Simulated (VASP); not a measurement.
# HfN (P1) in VASP: relaxation of cell and atoms with PBE

Aim: the relaxation of cell and atoms of HfN with PBE.

Program: VASP 6.6.1. These are calculated values, not measurements. Logs are shortened: lines on timing, memory, paths and dates and some standing lists are left out, and cuts for length are marked.

## (1) The cell of the first run

The typed cell holds 2 atoms: a = 3.216 Å, b = 3.216 Å, c = 3.216 Å, α = 60.00°, β = 60.00°, γ = 60.00°.

## (2) Relaxation of cell and atoms, PBE

Input file INCAR:

```
PREC     = Accurate       # precision mode
ENCUT    = 600            # plane-wave cutoff, eV
EDIFF    = 1E-6           # SCF threshold, eV
ISMEAR   = 0              # smearing method
SIGMA    = 0.15           # smearing width, eV
LREAL    = F              # projectors in reciprocal space
LASPH    = T              # aspherical terms in the spheres
NELM     = 80             # most SCF steps
ALGO     = Normal         # electronic algorithm
ISIF     = 3              # what is computed and relaxed
LWAVE    = F              # write WAVECAR
LCHARG   = F              # write CHGCAR
GGA      = PE             # functional
IBRION   = 2              # ionic algorithm
NSW      = 100            # ionic steps
EDIFFG   = -0.01          # ionic threshold
```

Input file KPOINTS:

```
regular mesh
0
Gamma
  12 12 12
```

Input file POSCAR:

```
HfN
1.0
    0.0000000000      2.2738965916      2.2738965916
    2.2738965916      0.0000000000      2.2738965916
    2.2738965916      2.2738965916      0.0000000000
Hf N
1 1
Direct
   -0.0319368637      0.0845999308     -0.0156752758
    0.5319368637      0.4154000692      0.5156752758
```

Potentials or basis: VASP PAW PBE potentials, release 64 (Hf_pv, N).

On the command line:

```console
$ cat potpaw_PBE.64/Hf_pv/POTCAR potpaw_PBE.64/N/POTCAR > POTCAR
$ mpirun -np 1 vasp_std > vasp.out
```

OUTCAR:

```text
PREC = Accurate
   ENCUT = 600
   EDIFF = 1E-6
   ISMEAR = 0
   LREAL = F
   LASPH = T
   NELM = 80
   ISIF = 3
   GGA = PE
   IBRION = 2
   NSW = 100
   EDIFFG = -0.01

 ion  position               nearest neighbor table
   1  0.968  0.085  0.984-   2 1.99   2 2.07   2 2.09   2 2.52   2 2.54   2 2.61
   2  0.532  0.415  0.516-   1 1.99   1 2.07   1 2.09   1 2.52   1 2.54   1 2.61

  LATTYP: Found a face centered cubic cell.
 ALAT       =     4.5477931832

  Lattice vectors:

 A1 = (   0.0000000000,   2.2738965916,   2.2738965916)
 A2 = (   2.2738965916,   0.0000000000,   2.2738965916)
 A3 = (   2.2738965916,   2.2738965916,   0.0000000000)

Analysis of symmetry for initial positions (statically):
=====================================================================
 Subroutine PRICEL returns:
 Original cell was already a primitive cell.

 Routine SETGRP: Setting up the symmetry group for a
 face centered cubic supercell.

 Subroutine GETGRP returns: Found  1 space group operations
 (whereof  1 operations were pure point group operations)
 out of a pool of 48 trial point group operations.

The static configuration has the point symmetry C_1 .

Analysis of symmetry for dynamics (positions and initial velocities):
=====================================================================
 Subroutine PRICEL returns:
 Original cell was already a primitive cell.

 Routine SETGRP: Setting up the symmetry group for a
 face centered cubic supercell.

 Subroutine GETGRP returns: Found  1 space group operations
 (whereof  1 operations were pure point group operations)
 out of a pool of 48 trial point group operations.

The dynamic configuration has the point symmetry C_1 .

 Subroutine INISYM returns: Found  1 space group operations
 (whereof  1 operations are pure point group operations),
 and found     1 'primitive' translations

----------------------------------------------------------------------------------------

                                     Primitive cell

  volume of cell :      23.5148

  direct lattice vectors                    reciprocal lattice vectors
     0.000000000  2.273896592  2.273896592    -0.219886868  0.219886868  0.219886868
     2.273896592  0.000000000  2.273896592     0.219886868 -0.219886868  0.219886868
     2.273896592  2.273896592  0.000000000     0.219886868  0.219886868 -0.219886868

  length of vectors
     3.215775399  3.215775399  3.215775399     0.380855228  0.380855228  0.380855228

  position of ions in fractional coordinates (direct lattice)
     0.968063136  0.084599931  0.984324724
     0.531936864  0.415400069  0.515675276

  ion indices of the primitive-cell ions
   primitive index   ion index
                 1           1
                 2           2

----------------------------------------------------------------------------------------

 KPOINTS: regular mesh

Automatic generation of k-mesh.
 Grid dimensions read from file:
 generate k-points for:   12   12   12

 Generating k-lattice:

  Cartesian coordinates                     Fractional coordinates (reciprocal lattice)
    -0.018323906  0.018323906  0.018323906     0.083333333  0.000000000  0.000000000
     0.018323906 -0.018323906  0.018323906     0.000000000  0.083333333  0.000000000
     0.018323906  0.018323906 -0.018323906     0.000000000  0.000000000  0.083333333

  Length of vectors
     0.031737936  0.031737936  0.031737936

  Shift w.r.t. Gamma in fractional coordinates (k-lattice)
     0.000000000  0.000000000  0.000000000

 Subroutine IBZKPT returns following result:
 ===========================================

 Found    868 irreducible k-points:

 Following reciprocal coordinates:
            Coordinates               Weight
  0.000000  0.000000  0.000000      1.000000
  0.083333  0.000000  0.000000      2.000000
  0.000000  0.083333  0.000000      2.000000
  0.000000  0.000000  0.083333      2.000000
  0.083333  0.083333  0.083333      2.000000
  0.166667  0.000000  0.000000      2.000000
[... 16 lines left out ...]
  0.000000  0.500000  0.000000      1.000000
  0.000000  0.000000  0.500000      1.000000
 [... further k-points ...]
   k-points           NKPTS =    868   k-points in BZ     NKDIM =    868   number of bands    NBANDS=     11
   number of dos      NEDOS =    301   number of ions     NIONS =      2
   total plane-waves  NPLWV =  21952
   dimension x,y,z NGX =    28 NGY =   28 NGZ =   28
   dimension x,y,z NGXF=    56 NGYF=   56 NGZF=   56
   ions per type =               1   1
   NGX,Y,Z   is equivalent  to a cutoff of  14.48, 14.48, 14.48 a.u.
   NGXF,Y,Z  is equivalent  to a cutoff of  28.95, 28.95, 28.95 a.u.
 SYSTEM =  unknown system
   PREC   = accura    normal or accurate (medium, high low for compatibility)
   ISTART =      0    job   : 0-new  1-cont  2-samecut
   ICHARG =      2    charge: 1-file 2-atom 10-const
   ISPIN  =      1    spin polarized calculation?
   LNONCOLLINEAR =      F non collinear calculations
   LSORBIT =      F    spin-orbit coupling
   LASPH  =      T    aspherical Exc in radial PAW
   ENCUT  =  600.0 eV  44.10 Ry    6.64 a.u.   6.42  6.42  6.42*2*pi/ulx,y,z
   NELM   =     80;   NELMIN=  2; NELMDL= -5     # of ELM steps
   EDIFF  = 0.1E-05   stopping-criterion for ELM
   LREAL  =      F    real-space projection
   EDIFFG = -.1E-01   stopping-criterion for IOM
   NSW    =    100    number of steps for IOM
   IBRION =      2    ionic relax: 0-MD 1-quasi-New 2-CG
   NFREE  =      1    steps in history (QN), initial steepest desc. (CG)
   ISIF   =      3    stress and relaxation
   ISYM   =      2    0-nonsym 1-usesym 2-fastsym
   POTIM  = 0.5000    time-step for ionic-motion
   TEBEG  =    0.0;   TEEND  =   0.0 temperature during run
   PSTRESS=    0.0 pullay stress
   NELECT =      15.0000    total number of electrons
   NUPDOWN=      -1.0000    fix difference up-down
   EMIN   =  10.00;   EMAX   =-10.00  energy-range for DOS
   EFERMI =   0.00;   METHOD = LEGACY
   ISMEAR =     0;   SIGMA  =   0.15  broadening in eV -4-tet -1-fermi 0-gaus
   EFERMI_NEDOS =   21; number of points for ismear=-14 and -15
   IALGO  =     38    algorithm
   IMIX   =      4    mixing-type and parameters
     AMIX     =   0.40;   BMIX     =  1.00
     AMIX_MAG =   1.60;   BMIX_MAG =  1.00
  volume/ion in A,a.u.               =      11.76        79.34
  Fermi-wavevector in a.u.,A,eV,Ry     =   1.409260  2.663116 27.021368  1.986015
  Thomas-Fermi vector in A             =   2.531334
   LORBIT       =      0    0 simple, 1 ext, 2 COOP (PROOUT), +10 PAW based schemes
   GGA     = PE    functional components
   LHFCALC =     F    Hartree Fock is set to
   AEXX    =    0.0000 exact exchange contribution
   IVDW    =     0    specifies the selected vdW correction
   LEPSILON=     F    determine dielectric tensor
   LRPA    =     F    only Hartree local field effects (RPA)
 conjugate gradient relaxation of ions
 non-spin polarized calculation
 Gauss-broadening in eV      SIGMA  =   0.15
  energy-cutoff  :      600.00
  volume of cell :       23.51
 maximum number of plane-waves:       817
 NGX is ok and might be reduce to    28
   NGX = 13   NGY = 13   NGZ = 13

--------------------------------------- Ionic step        1  -------------------------------------------

 number of electron      15.0000000 magnetization

 Free energy of the ion-electron system (eV)
  ---------------------------------------------------
  ext. energy  EPLUGINS =         0.00000000
  ---------------------------------------------------
  free energy    TOTEN  =       -20.70929265 eV

  energy without entropy =      -20.70060379  energy(sigma->0) =      -20.70494822

------------------------ aborting loop because EDIFF is reached ----------------------------------------

  FORCE on cell =-STRESS in cart. coord.  units (eV):
  Direction    XX          YY          ZZ          XY          YZ          ZX
  --------------------------------------------------------------------------------------
  -------------------------------------------------------------------------------------
  Total        4.7227710      2.1079950      2.5946395      0.5184056      0.2896030     -0.6185572
  in kB      321.7846672    143.6276399    176.7850287     35.3214218     19.7320200    -42.1452205
  external PRESSURE =     214.0657786 kB  Pullay stress =       0.0000000 kB
[... 89 lines left out ...]
  FREE ENERGIE OF THE ION-ELECTRON SYSTEM (eV)
  ---------------------------------------------------
  free  energy   TOTEN  =       -21.3143802937 eV

  energy  without entropy=      -21.3062894393  energy(sigma->0) =      -21.31033487

[... ionic steps 4 to 7 ...]

--------------------------------------- Ionic step        8  -------------------------------------------

 number of electron      15.0000000 magnetization

------------------------ aborting loop because EDIFF is reached ----------------------------------------

  FORCE on cell =-STRESS in cart. coord.  units (eV):
  Direction    XX          YY          ZZ          XY          YZ          ZX
  --------------------------------------------------------------------------------------
  -------------------------------------------------------------------------------------
  Total       -0.0504302     -0.1955908     -0.1997816     -0.0172120     -0.0090284      0.0201104
  in kB       -3.4553493    -13.4013861    -13.6885300     -1.1793217     -0.6186034      1.3779141
  external PRESSURE =     -10.1817551 kB  Pullay stress =       0.0000000 kB
[... 57 lines left out ...]
  energy  without entropy=      -21.7651939247  energy(sigma->0) =      -21.76716325

--------------------------------------- Ionic step       10  -------------------------------------------

 number of electron      15.0000001 magnetization

 Free energy of the ion-electron system (eV)
  ---------------------------------------------------
  ext. energy  EPLUGINS =         0.00000000
  ---------------------------------------------------
  free energy    TOTEN  =       -21.76935876 eV

  energy without entropy =      -21.76545232  energy(sigma->0) =      -21.76740554

 E-fermi :   8.3127     XC(G=0): -12.6806

 val. band max:        8.2646382025   @ k =  -0.0833   0.0833   0.0000
 cond. band min:       8.3862897892   @ k =  -0.1667   0.0833   0.2500
 fundamental gap:      0.1216515868
 Fermi energy:         8.3127474005

 k-point     1 :       0.0000    0.0000    0.0000
  band No.  band energies     occupation
      1     -22.8922      2.00000
      2     -22.8918      2.00000
      3     -22.8916      2.00000
      4      -9.1589      2.00000
      5       5.2746      2.00000
      6       5.2761      2.00000
      7       5.2769      2.00000
      8       7.9536      1.99929
      9       7.9575      1.99919
     10       7.9597      1.99913
     11       9.9974      0.00000
[... 309 lines left out ...]
 k-point    24 :       0.0000    0.0000    0.5000
  band No.  band energies     occupation
      1     -23.8135      2.00000
      2     -22.9762      2.00000
      3     -22.9755      2.00000
      4      -6.4944      2.00000
      5      -0.5336      2.00000
      6       2.1576      2.00000
      7       2.1596      2.00000
      8      11.5286      0.00000
      9      11.9514      0.00000
     10      11.9562      0.00000
     11      12.6716      0.00000

 [... further k-points ...]

------------------------ aborting loop because EDIFF is reached ----------------------------------------

  FORCE on cell =-STRESS in cart. coord.  units (eV):
  Direction    XX          YY          ZZ          XY          YZ          ZX
  --------------------------------------------------------------------------------------
  -------------------------------------------------------------------------------------
  Total        0.0194729      0.0189885     -0.0029423      0.0035879      0.0013599     -0.0042967
  in kB        1.3398662      1.3065356     -0.2024518      0.2468679      0.0935679     -0.2956419
  external PRESSURE =       0.8146500 kB  Pullay stress =       0.0000000 kB
[... 17 lines left out ...]
  FREE ENERGIE OF THE ION-ELECTRON SYSTEM (eV)
  ---------------------------------------------------
  free  energy   TOTEN  =       -21.7693587551 eV

  energy  without entropy=      -21.7654523203  energy(sigma->0) =      -21.76740554

 reached required accuracy - stopping structural energy minimisation
```

It took 20 min on 1 thread of Intel Xeon Platinum 8488C (Sapphire Rapids), shared host; peak memory 0.49 GiB.

What came out:

```yaml
Free_energy: -21.7694 eV
Relaxed_volume: 11.64 Å³/atom
Relaxed_cell: a = 3.205 Å, b = 3.206 Å, c = 3.205 Å, α = 60.01°, β = 60.00°, γ = 59.99°
Space_group_after_relaxing_to_0.1_Å: Fm-3m (No. 225)
Energy_gained_by_relaxing: 530.0 meV/atom
Ionic_steps: 10
Pressure_after_relaxing: 0.1 GPa
Largest_force_after_relaxing: 0.006 eV/Å
Band_gap_on_the_k_mesh: zero (an odd number of electrons rules out a gap without spin polarisation)
```

Forces on the atoms (eV/Å):
```
Hf  -0.005 -0.003  0.002
N    0.005  0.003 -0.002
```

The path:
```
step  energy change (eV)  largest force (eV/Å)  pressure (GPa)  volume (Å³)
   1              0.0000                4.3908           21.41        23.51
   2             -0.1802                0.2087          -35.97        29.24
   3             -0.6051                1.5985          -19.58        26.24
   4             -1.0169                0.6418            2.37        23.18
   5             -1.0330                0.1434           -2.91        23.61
   6             -1.0542                0.0958            2.90        23.05
   7             -1.0590                0.0489            0.96        23.21
   8             -1.0597                0.0118           -1.02        23.38
   9             -1.0598                0.0209           -0.41        23.33
  10             -1.0601                0.0062            0.08        23.29
```

Final structure:
```xyz
2
Lattice="0.0000 2.2662 2.2668 2.2666 -0.0002 2.2671 2.2659 2.2661 0.0001" Properties=species:S:1:pos:R:3 pbc="T T T"
Hf    0.0003    2.2663    2.2667
N     2.2661    2.2659    2.2671
```

Caveat: spin-orbit coupling is left out, which moves the levels of the heavy elements.
